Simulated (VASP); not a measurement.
# Pd in VASP: a series of runs

The runs below take Pd through single point, with LDA.

Everything below comes from runs of VASP 6.6.1. Logs are shortened: lines on timing, memory, paths and dates and some standing lists are left out, and cuts for length are marked.

### Step 1. The cell of the first run

The cell holds a slab with vacuum, 5 atoms: a = 2.717 Å, b = 3.842 Å, c = 21.433 Å, α = 90.00°, β = 90.00°, γ = 90.00°.

### Step 2. Single point, LDA

INCAR reads:

```
  ALGO = Normal
  DIPOL = 0.5 0.5 0.500
  EDIFF = 1E-7
  ENCUT = 520
  GGA = CA
  IDIPOL = 3
  ISIF = 2
  ISMEAR = -1
  LASPH = True
  LCHARG = False
  LDIPOL = True
  LREAL = False
  LWAVE = False
  NBANDS = 33
  NELM = 100
  PREC = Accurate
  SIGMA = 0.1
```

KPOINTS reads:

```
k-points
0
Gamma
  13 10 1
```

POSCAR reads:

```
Pd
1.0
    2.7166425919      0.0000000000      0.0000000000
    0.0000000000      3.8419127976      0.0000000000
    0.0000000000      0.0000000000     21.4333000000
Pd
5
Direct
    0.0000000000      0.0000000000      0.3732513150
    0.5000000000      0.5000000000      0.4366256573
    0.0000000000      0.0000000000      0.5000000000
    0.5000000000      0.5000000000      0.5633743427
    0.0000000000      0.0000000000      0.6267486850
```

Potentials or basis: VASP PAW LDA potentials, release 64 (Pd).

Command:

```sh
$ cat potpaw_LDA.64/Pd/POTCAR > POTCAR
$ mpirun -np 1 vasp_std > vasp.out
```

OUTCAR:

```text
EDIFF = 1E-7
   ENCUT = 520
   GGA = CA
   ISIF = 2
   ISMEAR = -1
   LASPH = True
   LREAL = False
   NELM = 100
   PREC = Accurate

 ion  position               nearest neighbor table
   1  0.000  0.000  0.373-   2 2.72   2 2.72   2 2.72   2 2.72   3 2.72
   2  0.500  0.500  0.437-   1 2.72   1 2.72   1 2.72   1 2.72   3 2.72   3 2.72   3 2.72   3 2.72
                             4 2.72
   3  0.000  0.000  0.500-   1 2.72   5 2.72   4 2.72   2 2.72   2 2.72   4 2.72   2 2.72   4 2.72
                             2 2.72   4 2.72
   4  0.500  0.500  0.563-   5 2.72   5 2.72   5 2.72   5 2.72   3 2.72   3 2.72   3 2.72   3 2.72
                             2 2.72
   5  0.000  0.000  0.627-   4 2.72   4 2.72   4 2.72   4 2.72   3 2.72

  LATTYP: Found a simple orthorhombic cell.
 ALAT       =     2.7166425919
 B/A-ratio  =     1.4142135624
 C/A-ratio  =     7.8896281991

  Lattice vectors:

 A1 = (   2.7166425919,   0.0000000000,   0.0000000000)
 A2 = (   0.0000000000,   3.8419127976,   0.0000000000)
 A3 = (   0.0000000000,   0.0000000000,  21.4333000000)

Analysis of symmetry for initial positions (statically):
=====================================================================
 Subroutine PRICEL returns:
 Original cell was already a primitive cell.

 Routine SETGRP: Setting up the symmetry group for a
 simple orthorhombic supercell.

 Subroutine GETGRP returns: Found  8 space group operations
 (whereof  8 operations were pure point group operations)
 out of a pool of  8 trial point group operations.

The static configuration has the point symmetry D_2h.

Analysis of symmetry for dynamics (positions and initial velocities):
=====================================================================
 Subroutine PRICEL returns:
 Original cell was already a primitive cell.

 Routine SETGRP: Setting up the symmetry group for a
 simple orthorhombic supercell.

 Subroutine GETGRP returns: Found  8 space group operations
 (whereof  8 operations were pure point group operations)
 out of a pool of  8 trial point group operations.

The dynamic configuration has the point symmetry D_2h.

 Subroutine INISYM returns: Found  8 space group operations
 (whereof  8 operations are pure point group operations),
 and found     1 'primitive' translations

----------------------------------------------------------------------------------------

                                     Primitive cell

  volume of cell :     223.7016

  direct lattice vectors                    reciprocal lattice vectors
     2.716642592  0.000000000  0.000000000     0.368101422  0.000000000  0.000000000
     0.000000000  3.841912798  0.000000000     0.000000000  0.260287011  0.000000000
     0.000000000  0.000000000 21.433300000     0.000000000  0.000000000  0.046656371

  length of vectors
     2.716642592  3.841912798 21.433300000     0.368101422  0.260287011  0.046656371

  position of ions in fractional coordinates (direct lattice)
     0.000000000  0.000000000  0.373251315
     0.500000000  0.500000000  0.436625657
     0.000000000  0.000000000  0.500000000
     0.500000000  0.500000000  0.563374343
     0.000000000  0.000000000  0.626748685

  ion indices of the primitive-cell ions
   primitive index   ion index
                 1           1
                 2           2
                 3           3
                 4           4
                 5           5

----------------------------------------------------------------------------------------

 KPOINTS: k-points

Automatic generation of k-mesh.
 Grid dimensions read from file:
 generate k-points for:   13   10    1

 Generating k-lattice:

  Cartesian coordinates                     Fractional coordinates (reciprocal lattice)
     0.028315494  0.000000000  0.000000000     0.076923077  0.000000000  0.000000000
     0.000000000  0.026028701  0.000000000     0.000000000  0.100000000  0.000000000
     0.000000000  0.000000000  0.046656371     0.000000000  0.000000000  1.000000000

  Length of vectors
     0.028315494  0.026028701  0.046656371

  Shift w.r.t. Gamma in fractional coordinates (k-lattice)
     0.000000000  0.000000000  0.000000000

 Subroutine IBZKPT returns following result:
 ===========================================

 Found     42 irreducible k-points:

 Following reciprocal coordinates:
            Coordinates               Weight
  0.000000  0.000000  0.000000      1.000000
  0.076923  0.000000  0.000000      2.000000
  0.153846  0.000000  0.000000      2.000000
  0.230769  0.000000  0.000000      2.000000
  0.307692  0.000000  0.000000      2.000000
  0.384615  0.000000  0.000000      2.000000
[... 16 lines left out ...]
  0.076923  0.300000  0.000000      4.000000
  0.153846  0.300000  0.000000      4.000000
 [... further k-points ...]
   k-points           NKPTS =     42   k-points in BZ     NKDIM =     42   number of bands    NBANDS=     33
   number of dos      NEDOS =    301   number of ions     NIONS =      5
   total plane-waves  NPLWV =  96000
   dimension x,y,z NGX =    20 NGY =   30 NGZ =  160
   dimension x,y,z NGXF=    40 NGYF=   60 NGZF=  320
   ions per type =               5
   NGX,Y,Z   is equivalent  to a cutoff of  12.24, 12.98, 12.41 a.u.
   NGXF,Y,Z  is equivalent  to a cutoff of  24.48, 25.96, 24.82 a.u.
 SYSTEM =  unknown system
   PREC   = accura    normal or accurate (medium, high low for compatibility)
   ISTART =      0    job   : 0-new  1-cont  2-samecut
   ICHARG =      2    charge: 1-file 2-atom 10-const
   ISPIN  =      1    spin polarized calculation?
   LNONCOLLINEAR =      F non collinear calculations
   LSORBIT =      F    spin-orbit coupling
   LASPH  =      T    aspherical Exc in radial PAW
   ENCUT  =  520.0 eV  38.22 Ry    6.18 a.u.   5.05  7.14 39.85*2*pi/ulx,y,z
   NELM   =    100;   NELMIN=  2; NELMDL= -5     # of ELM steps
   EDIFF  = 0.1E-06   stopping-criterion for ELM
   LREAL  =      F    real-space projection
   EDIFFG = 0.1E-05   stopping-criterion for IOM
   NSW    =      0    number of steps for IOM
   IBRION =     -1    ionic relax: 0-MD 1-quasi-New 2-CG
   NFREE  =      0    steps in history (QN), initial steepest desc. (CG)
   ISIF   =      2    stress and relaxation
   ISYM   =      2    0-nonsym 1-usesym 2-fastsym
   POTIM  = 0.5000    time-step for ionic-motion
   TEBEG  =    0.0;   TEEND  =   0.0 temperature during run
   PSTRESS=    0.0 pullay stress
   NELECT =      50.0000    total number of electrons
   NUPDOWN=      -1.0000    fix difference up-down
   EMIN   =  10.00;   EMAX   =-10.00  energy-range for DOS
   EFERMI =   0.00;   METHOD = LEGACY
   ISMEAR =    -1;   SIGMA  =   0.10  broadening in eV -4-tet -1-fermi 0-gaus
   EFERMI_NEDOS =   21; number of points for ismear=-14 and -15
   IALGO  =     38    algorithm
   IMIX   =      4    mixing-type and parameters
     AMIX     =   0.40;   BMIX     =  1.00
     AMIX_MAG =   1.60;   BMIX_MAG =  1.00
  volume/ion in A,a.u.               =      44.74       301.92
  Fermi-wavevector in a.u.,A,eV,Ry     =   0.993517  1.877474 13.429975  0.987075
  Thomas-Fermi vector in A             =   2.125404
   LORBIT       =      0    0 simple, 1 ext, 2 COOP (PROOUT), +10 PAW based schemes
   GGA     = CA    functional components
   LHFCALC =     F    Hartree Fock is set to
   AEXX    =    0.0000 exact exchange contribution
   IVDW    =     0    specifies the selected vdW correction
   LEPSILON=     F    determine dielectric tensor
   LRPA    =     F    only Hartree local field effects (RPA)
 non-spin polarized calculation
  energy-cutoff  :      520.00
  volume of cell :      223.70
 maximum number of plane-waves:      6072
   NGX = 11   NGY = 15   NGZ = 79

 dipolmoment           0.000000      0.000000     -0.000000 electrons x Angstroem

 number of electron      50.0000005 magnetization

 dipolmoment           0.000000      0.000000      0.000000 electrons x Angstroem

 Free energy of the ion-electron system (eV)
  ---------------------------------------------------
  ext. energy  EPLUGINS =         0.00000000
  ---------------------------------------------------
  free energy    TOTEN  =       -29.69879629 eV

  energy without entropy =      -29.37702941  energy(sigma->0) =      -29.53791285

 E-fermi :  -0.2425     XC(G=0):  -5.3191

 val. band max:       -0.2464491943   @ k =   0.0769   0.1000   0.0000
 cond. band min:      -0.2383386533   @ k =   0.2308   0.0000   0.0000
 fundamental gap:      0.0081105409
 Fermi energy:        -0.2425228689

 k-point     1 :       0.0000    0.0000    0.0000
  band No.  band energies     occupation
      1      -6.9759      2.00000
      2      -5.5766      2.00000
      3      -5.2254      2.00000
      4      -5.0952      2.00000
      5      -4.6931      2.00000
      6      -4.0733      2.00000
[... 25 lines left out ...]
     32       5.1899      0.00000
     33       5.1975      0.00000

 k-point     2 :       0.0769    0.0000    0.0000
  band No.  band energies     occupation
      1      -6.8327      2.00000
      2      -5.4610      2.00000
      3      -5.1181      2.00000
      4      -5.0335      2.00000
      5      -4.5719      2.00000
      6      -3.8952      2.00000
[... 25 lines left out ...]
     32       5.3176      0.00000
     33       5.3210      0.00000

 k-point     3 :       0.1538    0.0000    0.0000
  band No.  band energies     occupation
      1      -6.4319      2.00000
      2      -5.1856      2.00000
      3      -4.9422      2.00000
      4      -4.8233      2.00000
      5      -4.2429      2.00000
      6      -4.1305      2.00000
[... 25 lines left out ...]
     32       5.6900      0.00000
     33       5.9094      0.00000

 k-point     4 :       0.2308    0.0000    0.0000
  band No.  band energies     occupation
      1      -5.8725      2.00000
      2      -4.9908      2.00000
      3      -4.9656      2.00000
      4      -4.5193      2.00000
      5      -4.4811      2.00000
      6      -4.4103      2.00000
[... 25 lines left out ...]
     32       6.2816      0.00000
     33       7.2940      0.00000

 k-point     5 :       0.3077    0.0000    0.0000
  band No.  band energies     occupation
      1      -5.3913      2.00000
      2      -5.2050      2.00000
      3      -4.8776      2.00000
      4      -4.8739      2.00000
      5      -4.8250      2.00000
      6      -3.9851      2.00000
[... 604 lines left out ...]
 k-point    22 :       0.0000    0.3000    0.0000
  band No.  band energies     occupation
      1      -6.1013      2.00000
      2      -5.4370      2.00000
      3      -5.2746      2.00000
      4      -4.8980      2.00000
      5      -4.5327      2.00000
      6      -4.4470      2.00000
[... 25 lines left out ...]
     32       4.1271      0.00000
     33       5.6737      0.00000

 k-point    23 :       0.0769    0.3000    0.0000
  band No.  band energies     occupation
      1      -5.9664      2.00000
      2      -5.3145      2.00000
      3      -5.1304      2.00000
      4      -4.8210      2.00000
      5      -4.3977      2.00000
      6      -4.3927      2.00000
[... 25 lines left out ...]
     32       4.3575      0.00000
     33       5.7913      0.00000

 k-point    24 :       0.1538    0.3000    0.0000
  band No.  band energies     occupation
      1      -5.6165      2.00000
      2      -5.0076      2.00000
      3      -4.7678      2.00000
      4      -4.6279      2.00000
      5      -4.3176      2.00000
      6      -4.0598      2.00000
[... 25 lines left out ...]
     32       4.9762      0.00000
     33       6.1384      0.00000

 [... further k-points ...]

------------------------ aborting loop because EDIFF is reached ----------------------------------------

 vacuum level on the upper side and lower side of the slab       (xc-potential included)        -0.061        -0.061

  FORCE on cell =-STRESS in cart. coord.  units (eV):
  Direction    XX          YY          ZZ          XY          YZ          ZX
  --------------------------------------------------------------------------------------
  -------------------------------------------------------------------------------------
  Total       -4.4555137     -4.0054224     -1.9072037      0.0000000      0.0000000      0.0000000
  in kB      -31.9109193    -28.6873119    -13.6596197      0.0000000      0.0000000      0.0000000
  external PRESSURE =     -24.7526170 kB  Pullay stress =       0.0000000 kB

 VOLUME and BASIS-vectors are now :
 -----------------------------------------------------------------------------
  energy-cutoff  :      520.00
  volume of cell :      223.70
      direct lattice vectors                 reciprocal lattice vectors
     2.716642592  0.000000000  0.000000000     0.368101422  0.000000000  0.000000000
     0.000000000  3.841912798  0.000000000     0.000000000  0.260287011  0.000000000
     0.000000000  0.000000000 21.433300000     0.000000000  0.000000000  0.046656371

 POSITION                                       TOTAL-FORCE (eV/Angst)
 -----------------------------------------------------------------------------------
      0.00000      0.00000      8.00001         0.000000      0.000000      0.659789
      1.35832      1.92096      9.35833        -0.000000      0.000000     -0.630617
      0.00000      0.00000     10.71665        -0.000000      0.000000      0.000000
      1.35832      1.92096     12.07497         0.000000      0.000000      0.630617
      0.00000      0.00000     13.43329        -0.000000      0.000000     -0.659789
 -----------------------------------------------------------------------------------
    total drift:                               -0.000000      0.000000     -0.000000

  FREE ENERGIE OF THE ION-ELECTRON SYSTEM (eV)
  ---------------------------------------------------
  free  energy   TOTEN  =       -29.6987962854 eV

  energy  without entropy=      -29.3770294096  energy(sigma->0) =      -29.53791285

 vacuum level on the upper side and lower side of the slab         4.809         4.809
```

Run time: 4.9 min. Hardware: 1 thread of AMD EPYC 9R45 (Zen 5), shared host; peak memory 0.33 GiB.

What came out:

```
Free energy            : -29.6988 eV
Largest force          : 0.660 eV/Å
Band gap on the k mesh : zero (bands 25 and 26 overlap by 0.45 eV)
```

Forces on the atoms (eV/Å):
```
Pd   0.000  0.000  0.660
Pd   0.000  0.000 -0.631
Pd   0.000  0.000  0.000
Pd   0.000  0.000  0.631
Pd   0.000  0.000 -0.660
```

### Step 3. Single point, LDA

INCAR reads:

```
  PREC = Accurate
  ENCUT = 520
  EDIFF = 1E-7
  ISMEAR = -1
  SIGMA = 0.1
  LREAL = False
  LASPH = True
  NELM = 60
  ALGO = Normal
  ISIF = 2
  LWAVE = False
  LCHARG = True
  LDIPOL = True
  IDIPOL = 3
  DIPOL = 0.5 0.5 0.500
  GGA = CA
  LELF = True
  LVHAR = True
  LVACPOTAV = True
  NBANDS = 33
```

KPOINTS reads:

```
regular mesh
0
Gamma
  13 10 1
```

POSCAR reads:

```
Pd
1.0
    2.7166425919      0.0000000000      0.0000000000
    0.0000000000      3.8419127976      0.0000000000
    0.0000000000      0.0000000000     21.4333000000
Pd
5
Direct
    0.0000000000      0.0000000000      0.3776632539
    0.5000000000      0.5000000000      0.4346504698
    0.0000000000      0.0000000000      0.5000000003
    0.5000000000      0.5000000000      0.5653495298
    0.0000000000      0.0000000000      0.6223367462
```

Potentials or basis: VASP PAW LDA potentials, release 64 (Pd).

Command:

```sh
$ cat potpaw_LDA.64/Pd/POTCAR > POTCAR
$ mpirun -np 1 vasp_std > vasp.out
```

It took 5.4 min on 1 thread of AMD EPYC 9R45 (Zen 5), shared host; peak memory 0.33 GiB.

Results (log left out):

```
Free energy            : -29.7887 eV
Largest force          : 0.011 eV/Å
Band gap on the k mesh : zero (bands 25 and 26 overlap by 0.51 eV)
```

Forces on the atoms (eV/Å):
```
Pd   0.000  0.000 -0.011
Pd   0.000  0.000 -0.004
Pd   0.000  0.000  0.000
Pd   0.000  0.000  0.004
Pd   0.000  0.000  0.011
```

Levels at points of the mesh, in eV from the Fermi level:
```tsv
k point	band 23	band 24	band 25	band 26	band 27	band 28
(0.00, 0.00, 0.00)	-0.83	-0.43	-0.21	-0.05	0.29	0.31
(0.00, 0.50, 0.00)	-0.22	-0.19	-0.13	-0.10	0.09	0.11
```

### Step 4. Single point, LDA

INCAR reads:

```
SYSTEM = Pd
PREC = Accurate
ENCUT = 520
EDIFF = 1E-7
ISMEAR = -1
SIGMA = 0.1
LREAL = .False.
LASPH = .True.
NELM = 80
ALGO = Normal
ISIF = 2
LWAVE = .False.
LCHARG = .False.
LDIPOL = .True.
IDIPOL = 3
DIPOL = 0.5 0.5 0.500
GGA = CA
NBANDS = 33
```

KPOINTS reads:

```
regular mesh
0
Gamma
  13 10 1
  0 0 0
```

POSCAR is that of step 3.

Command:

```sh
$ cat potpaw_LDA.64/Pd/POTCAR > POTCAR
$ mpirun -np 1 vasp_std > vasp.out
```

Run time: 4.6 min. Hardware: 1 thread of AMD EPYC 9R45 (Zen 5), shared host; peak memory 0.33 GiB.

The run converged. Its results:

```
Free energy            : -29.7887 eV
Largest force          : 0.011 eV/Å
Band gap on the k mesh : zero (bands 25 and 26 overlap by 0.51 eV)
```

Forces in eV/Å, atoms in the order of the input:
```
Pd   0.000  0.000 -0.011
Pd   0.000  0.000 -0.004
Pd   0.000  0.000  0.000
Pd   0.000  0.000  0.004
Pd   0.000  0.000  0.011
```

Levels at points of the mesh, in eV from the Fermi level:
```
           k point  band 23  band 24  band 25  band 26  band 27  band 28
(0.00, 0.00, 0.00)    -0.83    -0.43    -0.21    -0.05     0.29     0.31
(0.00, 0.50, 0.00)    -0.22    -0.19    -0.13    -0.10     0.09     0.11
```

### Step 5. Single point, LDA

INCAR reads:

```
SYSTEM = Pd
PREC     = Accurate       ! precision mode
ENCUT    = 520            ! plane-wave cutoff, eV
EDIFF    = 1E-7           ! SCF threshold, eV
ISMEAR   = -1             ! smearing method
SIGMA    = 0.1            ! smearing width, eV
LREAL    = .FALSE.        ! projectors in reciprocal space
LASPH    = .TRUE.         ! aspherical terms in the spheres
NELM     = 60             ! most SCF steps
ALGO     = Normal         ! electronic algorithm
ISIF     = 2              ! what is computed and relaxed
LWAVE    = .FALSE.        ! write WAVECAR
LCHARG   = .TRUE.         ! write CHGCAR
GGA      = CA             ! functional
LELF     = .TRUE.         ! ELF
LVHAR    = .TRUE.       
NBANDS   = 33             ! bands
```

KPOINTS reads:

```
Automatic mesh
0
G
  13 10 1
  0 0 0
```

POSCAR is that of step 4.

Command:

```sh
$ cat potpaw_LDA.64/Pd/POTCAR > POTCAR
$ mpirun -np 1 vasp_std > vasp.out
```

It took 13 min on 1 thread of Intel Xeon 8259CL, shared host; peak memory 0.38 GiB.

The run converged. Its results:

- Free energy: -29.7887 eV
- Largest force: 0.011 eV/Å
- Band gap on the k mesh: zero (bands 25 and 26 overlap by 0.51 eV)

Forces in eV/Å, atoms in the order of the input:
```
Pd   0.000  0.000 -0.011
Pd   0.000  0.000 -0.004
Pd   0.000  0.000  0.000
Pd   0.000  0.000  0.004
Pd   0.000  0.000  0.011
```

Levels at points of the mesh, in eV from the Fermi level:
| k point | band 21 | band 22 | band 23 | band 24 | band 25 | band 26 | band 27 | band 28 | band 29 | band 30 |
| --- | --- | --- | --- | --- | --- | --- | --- | --- | --- | --- |
| (0.00, 0.00, 0.00) | -1.17 | -0.89 | -0.83 | -0.43 | -0.21 | -0.05 | 0.29 | 0.31 | 2.36 | 4.60 |
| (0.00, 0.50, 0.00) | -0.59 | -0.36 | -0.22 | -0.19 | -0.13 | -0.10 | 0.09 | 0.11 | 0.55 | 1.46 |

Caveat: there is no dipole correction, which matters where the two faces differ.

### Step 6. The runs side by side

```tsv
cell	dipole correction	gap on the mesh (eV)	largest force (eV/Å)
as given, atomic positions A	yes	none	0.66
as given, atomic positions B	yes	none	0.01
as given, atomic positions B	no	none	0.01
```

Alike in all rows: task single point; level LDA; potentials or basis VASP PAW LDA potentials, release 64 (Pd); no spin polarisation; k mesh 13 × 10 × 1; cutoff (eV) 520; smearing fermi-dirac 0.1 eV.

Caveats: there is no dipole correction, which matters where the two faces differ (at least some runs).

Total energies depend on the potentials used, so only differences within one code and one set of settings carry meaning.
